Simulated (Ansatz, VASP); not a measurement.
**Two plane-wave programs on AlN**

INCAR

```
SYSTEM = AlN
ALGO = Normal
EDIFF = 1E-7
EDIFFG = -0.04
ENCUT = 600
GGA = PE
IBRION = 2
ISIF = 3
ISMEAR = 0
LASPH = .True.
LCHARG = .False.
LREAL = .False.
LWAVE = .False.
NELM = 80
NSW = 90
PREC = Accurate
SIGMA = 0.1
```

KPOINTS

```
k-points
0
Gamma
  4 4 4
  0 0 0
```

The input POSCAR:

```
AlN
1.0
   -3.1005656500      3.6080121300      2.5267808700
    3.1005656500     -3.6080121300      2.5267808700
    3.1005656500      3.6080121300     -2.5267808700
Al N
6 6
Direct
    0.3449075300      0.3960025900      0.7409101200
    0.1550924700      0.8960025900      0.0510950600
    0.8449075300      0.1039974100      0.9489049400
    0.6550924700      0.6039974100      0.2590898800
    0.7500000000      0.2500000000      0.5000000000
    0.2500000000      0.7500000000      0.5000000000
    0.3449075300      0.1039974100      0.4489049400
    0.1550924700      0.6039974100      0.7590898800
    0.2500000000      0.2500000000      0.0000000000
    0.7500000000      0.7500000000      0.0000000000
    0.8449075300      0.3960025900      0.2409101200
    0.6550924700      0.8960025900      0.5510950600
```

Input for Ansatz:

```yaml
crystal:
  lattice:
    - [-3.10056565, 3.60801213, 2.52678087]
    - [3.10056565, -3.60801213, 2.52678087]
    - [3.10056565, 3.60801213, -2.52678087]
  atoms:
    - { symbol: Al, position: [0.34490753, 0.39600259, 0.74091012] }
    - { symbol: Al, position: [0.15509247, 0.89600259, 0.05109506] }
    - { symbol: Al, position: [0.84490753, 0.10399741, 0.94890494] }
    - { symbol: Al, position: [0.65509247, 0.60399741, 0.25908988] }
    - { symbol: Al, position: [0.75, 0.25, 0.5] }
    - { symbol: Al, position: [0.25, 0.75, 0.5] }
    - { symbol: "N", position: [0.34490753, 0.10399741, 0.44890494] }
    - { symbol: "N", position: [0.15509247, 0.60399741, 0.75908988] }
    - { symbol: "N", position: [0.25, 0.25, 0.0] }
    - { symbol: "N", position: [0.75, 0.75, 0.0] }
    - { symbol: "N", position: [0.84490753, 0.39600259, 0.24091012] }
    - { symbol: "N", position: [0.65509247, 0.89600259, 0.55109506] }
basis:
  ecutwfc: 420
kpoints:
  mp_grid: { grid: [4, 4, 4] }
hamiltonian:
  xc: pbe
scf:
  occupations: { method: gaussian, width: 0.1 }
  lower_state_search: "off"
output:
  forces: true
  stress: true
  eigenvalues: true
relax:
  adjacent_minimum: "off"
  f_tol: 0.04
  max_steps: 70
  cell: { stress_tol: 0.4 }
```

Alike in both runs: task relaxation of cell and atoms; functional PBE; k mesh 4 × 4 × 4; occupations gaussian, width 0.1 eV; no spin polarisation.

|  | VASP | Ansatz |
| --- | --- | --- |
| version | VASP 6.6.1 | Ansatz 0.2.0 |
| potentials or method | VASP PAW PBE potentials, release 64 (Al, N), cutoff 600 eV | scalar-relativistic, plane waves, PAW |
| valence electrons in the cell | 48 | 48 |

Ansatz gave:

```
gap on the k mesh at the Fermi level, each at its own relaxed structure (eV) : 2.68
relaxed volume (Å³/atom)                                                     : 10.85
relaxed cell length with the largest relative difference (Å)                 : 5.682
```

Q: Estimate VASP's values.

A: gap on the k mesh at the Fermi level, each at its own relaxed structure (eV): 2.70; relaxed volume (Å³/atom): 10.83; relaxed cell length with the largest relative difference (Å): 5.679.
